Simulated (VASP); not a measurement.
# Os2I (Pn-3m) in VASP: a series of runs, part 2 of 2

VASP 6.6.1.

## 4. Relaxation of cell and atoms, PBE

This run uses another cell than the first one, of 26.03 Å³/atom.

INCAR

```
SYSTEM = Os2I
PREC = Accurate ; ENCUT = 600
EDIFF = 1E-6 ; ISMEAR = 0
SIGMA = 0.1 ; LREAL = .FALSE.
LASPH = .TRUE. ; NELM = 60
ALGO = Normal ; ISIF = 3
LWAVE = .FALSE. ; LCHARG = .FALSE.
GGA = PE ; IBRION = 2
NSW = 90 ; EDIFFG = -0.04
```

KPOINTS

```
regular mesh
0
G
  4 4 4
  0 0 0
```

POSCAR

```
Os2I
1.0
    5.3852141421      0.0000000000      0.0000000000
    0.0000000000      5.3852141421      0.0000000000
    0.0000000000      0.0000000000      5.3852141421
Os I
4 2
Direct
    0.2500000000      0.2500000000      0.2500000000
    0.2500000000      0.7500000000      0.7500000000
    0.7500000000      0.7500000000      0.2500000000
    0.7500000000      0.2500000000      0.7500000000
    0.0000000000      0.0000000000      0.0000000000
    0.5000000000      0.5000000000      0.5000000000
```

Potentials or basis: VASP PAW PBE potentials, release 64 (Os, I).

Started as:

```
$ cat potpaw_PBE.64/Os/POTCAR potpaw_PBE.64/I/POTCAR > POTCAR
$ mpirun -np 1 vasp_std > vasp.out
```

OUTCAR:

```text
SYSTEM = Os2I
   PREC = Accurate
   ENCUT = 600
   EDIFF = 1E-6
   ISMEAR = 0
   LREAL = .FALSE.
   LASPH = .TRUE.
   NELM = 60
   ISIF = 3
   GGA = PE
   IBRION = 2
   NSW = 90
   EDIFFG = -0.04

 ion  position               nearest neighbor table
   1  0.250  0.250  0.250-   5 2.33   6 2.33
   2  0.250  0.750  0.750-   5 2.33   6 2.33
   3  0.750  0.750  0.250-   5 2.33   6 2.33
   4  0.750  0.250  0.750-   5 2.33   6 2.33
   5  0.000  0.000  0.000-   1 2.33   2 2.33   3 2.33   4 2.33
   6  0.500  0.500  0.500-   1 2.33   2 2.33   3 2.33   4 2.33

  LATTYP: Found a simple cubic cell.
 ALAT       =     5.3852141421

  Lattice vectors:

 A1 = (   5.3852141421,   0.0000000000,   0.0000000000)
 A2 = (   0.0000000000,   5.3852141421,   0.0000000000)
 A3 = (   0.0000000000,   0.0000000000,   5.3852141421)

Analysis of symmetry for initial positions (statically):
[... 172 lines left out ...]
 E-fermi :   4.6181     XC(G=0): -10.2021

 val. band max:        4.5705987833   @ k =   0.2500   0.2500   0.2500
 cond. band min:       4.6392261745   @ k =   0.2500   0.2500   0.2500
 fundamental gap:      0.0686273912
 Fermi energy:         4.6180632930

 k-point     1 :       0.0000    0.0000    0.0000
  band No.  band energies     occupation
      1     -11.6579      2.00000
      2      -9.9433      2.00000
      3      -3.1781      2.00000
      4      -3.1781      2.00000
      5      -3.1781      2.00000
      6       0.5287      2.00000
[... 408 lines left out ...]
--------------------------------------- Ionic step        4  -------------------------------------------

 number of electron      46.0000002 magnetization

 Free energy of the ion-electron system (eV)
  ---------------------------------------------------
  ext. energy  EPLUGINS =         0.00000000
  ---------------------------------------------------
  free energy    TOTEN  =       -26.72272944 eV

  energy without entropy =      -26.65289673  energy(sigma->0) =      -26.68781308

 E-fermi :   3.3538     XC(G=0):  -9.5420

 val. band max:        3.3381589508   @ k =   0.2500   0.2500   0.2500
 cond. band min:       3.3583050575   @ k =   0.2500   0.0000   0.0000
 fundamental gap:      0.0201461067
 Fermi energy:         3.3537712057

 k-point     1 :       0.0000    0.0000    0.0000
  band No.  band energies     occupation
      1     -12.1712      2.00000
      2     -10.9968      2.00000
      3      -3.6682      2.00000
      4      -3.6682      2.00000
      5      -3.6682      2.00000
      6      -0.6560      2.00000
[... 322 lines left out ...]
  FREE ENERGIE OF THE ION-ELECTRON SYSTEM (eV)
  ---------------------------------------------------
  free  energy   TOTEN  =       -26.7227294408 eV

  energy  without entropy=      -26.6528967275  energy(sigma->0) =      -26.68781308

 reached required accuracy - stopping structural energy minimisation
```

Run time: 7.7 min. Hardware: 1 thread of Intel Xeon 8259CL, shared host; peak memory 0.36 GiB.

What came out:

```
Free energy                           : -26.7227 eV
Relaxed volume                        : 29.91 Å³/atom
Relaxed cell                          : a = 5.640 Å, b = 5.640 Å, c = 5.640 Å, α = 90.00°, β = 90.00°, γ = 90.00°
Space group after relaxing (to 0.1 Å) : Pn-3m (No. 224)
Energy gained by relaxing             : 155.8 meV/atom
Ionic steps                           : 4
Pressure after relaxing               : -0.1 GPa
Band gap on the k mesh                : zero (bands 23 and 24 overlap by 0.47 eV)
```

The path:
| step | energy change (eV) | largest force (eV/Å) | pressure (GPa) | volume (Å³) |
| --- | --- | --- | --- | --- |
| 1 | 0.0000 | 0.0000 | 14.86 | 156.17 |
| 2 | 0.3894 | 0.0000 | -9.11 | 217.32 |
| 3 | -0.9336 | 0.0000 | -0.44 | 180.28 |
| 4 | -0.9350 | 0.0000 | -0.09 | 179.44 |

Final structure:
```
Os I
1.0
     5.64031    0.00000    0.00000
     0.00000    5.64031    0.00000
     0.00000    0.00000    5.64031
Os I
4 2
Cartesian
  1.4101 1.4101 1.4101
  1.4101 4.2302 4.2302
  4.2302 4.2302 1.4101
  4.2302 1.4101 4.2302
  0.0000 0.0000 0.0000
  2.8202 2.8202 2.8202
```

Levels at points of the mesh, in eV from the Fermi level:
| k point | band 18 | band 19 | band 20 | band 21 | band 22 | band 23 | band 24 | band 25 | band 26 | band 27 |
| --- | --- | --- | --- | --- | --- | --- | --- | --- | --- | --- |
| (0.00, 0.00, 0.00) | -0.45 | -0.45 | -0.45 | -0.45 | -0.45 | 0.39 | 0.39 | 0.39 | 1.06 | 1.06 |
| (0.50, 0.00, 0.00) | -0.65 | -0.49 | -0.49 | -0.24 | -0.24 | 0.06 | 0.06 | 0.46 | 0.46 | 0.72 |
| (0.50, 0.50, 0.00) | -0.67 | -0.57 | -0.57 | -0.10 | -0.10 | -0.06 | -0.06 | 0.42 | 0.42 | 0.57 |
| (0.50, 0.50, 0.50) | -0.76 | -0.76 | -0.23 | -0.23 | -0.23 | 0.31 | 0.31 | 0.68 | 0.70 | 0.70 |

Caveat: spin-orbit coupling is left out, which moves the levels of the heavy elements.

## 5. Relaxation of cell and atoms, PBE

INCAR

```
SYSTEM = Os2I
  PREC = Accurate
  ENCUT = 600
  EDIFF = 1E-7
  ISMEAR = 0
  SIGMA = 0.1
  LREAL = .FALSE.
  LASPH = .TRUE.
  NELM = 100
  ALGO = Normal
  ISIF = 3
  LWAVE = .FALSE.
  LCHARG = .FALSE.
  GGA = PE
  IBRION = 2
  NSW = 100
  EDIFFG = -0.01
```

KPOINTS

```
regular mesh
0
G
  8 8 8
  0 0 0
```

POSCAR, as its differences from that of step 4:

```diff
@@ -2,5 +2,5 @@
 1.0
-    5.3852141421      0.0000000000      0.0000000000
-    0.0000000000      5.3852141421      0.0000000000
-    0.0000000000      0.0000000000      5.3852141421
+    5.6389220975      0.0000000000      0.0000000000
+    0.0000000000      5.6389220975      0.0000000000
+    0.0000000000      0.0000000000      5.6389220975
 Os I
```

Started as:

```
$ cat potpaw_PBE.64/Os/POTCAR potpaw_PBE.64/I/POTCAR > POTCAR
$ mpirun -np 1 vasp_std > vasp.out
```

Wall time 32 min (1 thread of Intel Xeon 8259CL, shared host); peak memory 0.47 GiB.

The run converged. Its results:

```yaml
Free_energy: -26.7008 eV
Relaxed_volume: 29.83 Å³/atom
Relaxed_cell: a = 5.635 Å, b = 5.635 Å, c = 5.635 Å, α = 90.00°, β = 90.00°, γ = 90.00°
Space_group_after_relaxing_to_0.1_Å: Pn-3m (No. 224)
Energy_gained_by_relaxing: 0.0 meV/atom
Ionic_steps: 3
Pressure_after_relaxing: 0.0 GPa
Band_gap_on_the_k_mesh: zero (bands 23 and 24 overlap by 0.50 eV)
```

The path:
| step | energy change (eV) | largest force (eV/Å) | pressure (GPa) | volume (Å³) |
| --- | --- | --- | --- | --- |
| 1 | 0.0000 | 0.0000 | -0.14 | 179.30 |
| 2 | 0.0000 | 0.0000 | 0.15 | 178.63 |
| 3 | -0.0002 | 0.0000 | 0.01 | 178.96 |

Final structure:
```
CELL_PARAMETERS angstrom
5.63530 0.00000 0.00000
0.00000 5.63530 0.00000
0.00000 0.00000 5.63530
ATOMIC_POSITIONS crystal
Os 0.25000 0.25000 0.25000
Os 0.25000 0.75000 0.75000
Os 0.75000 0.75000 0.25000
Os 0.75000 0.25000 0.75000
I 0.00000 0.00000 0.00000
I 0.50000 0.50000 0.50000
```

Levels at points of the mesh, in eV from the Fermi level:
| k point | band 21 | band 22 | band 23 | band 24 | band 25 | band 26 |
| --- | --- | --- | --- | --- | --- | --- |
| (0.00, 0.00, 0.00) | -0.48 | -0.48 | 0.38 | 0.38 | 0.38 | 1.03 |
| (0.50, 0.00, 0.00) | -0.26 | -0.26 | 0.04 | 0.04 | 0.40 | 0.40 |
| (0.50, 0.50, 0.00) | -0.12 | -0.12 | -0.10 | -0.10 | 0.37 | 0.37 |
| (0.50, 0.50, 0.50) | -0.27 | -0.27 | 0.30 | 0.30 | 0.63 | 0.68 |

Caveat: spin-orbit coupling is left out, which moves the levels of the heavy elements.

## 6. Summary

| task | cell | k mesh | cutoff (eV) | gap on the mesh (eV) | pressure (GPa) | relaxed volume (Å³/atom) |
| --- | --- | --- | --- | --- | --- | --- |
| single point | a = 5.639 Å, 6 atoms | 4 × 4 × 4 | 520 | none | 0.0 | - |
| single point | a = 5.633 Å, 6 atoms | 8 × 8 × 8 | 520 | none | 0.1 | - |
| relaxation of cell and atoms | relaxed from a = 5.385 Å, 6 atoms | 4 × 4 × 4 | 600 | none | -0.1 | 29.91 |
| relaxation of cell and atoms | relaxed from a = 5.639 Å, 6 atoms | 8 × 8 × 8 | 600 | none | 0.0 | 29.83 |

Alike in all rows: level PBE; potentials or basis VASP PAW PBE potentials, release 64 (Os, I); no spin polarisation; smearing gaussian 0.1 eV.

Caveats: spin-orbit coupling is left out, which moves the levels of the heavy elements.

Total energies depend on the potentials used, so only differences within one code and one set of settings carry meaning.

The gap in the log of VASP goes by the Fermi energy; the results here count the filled bands.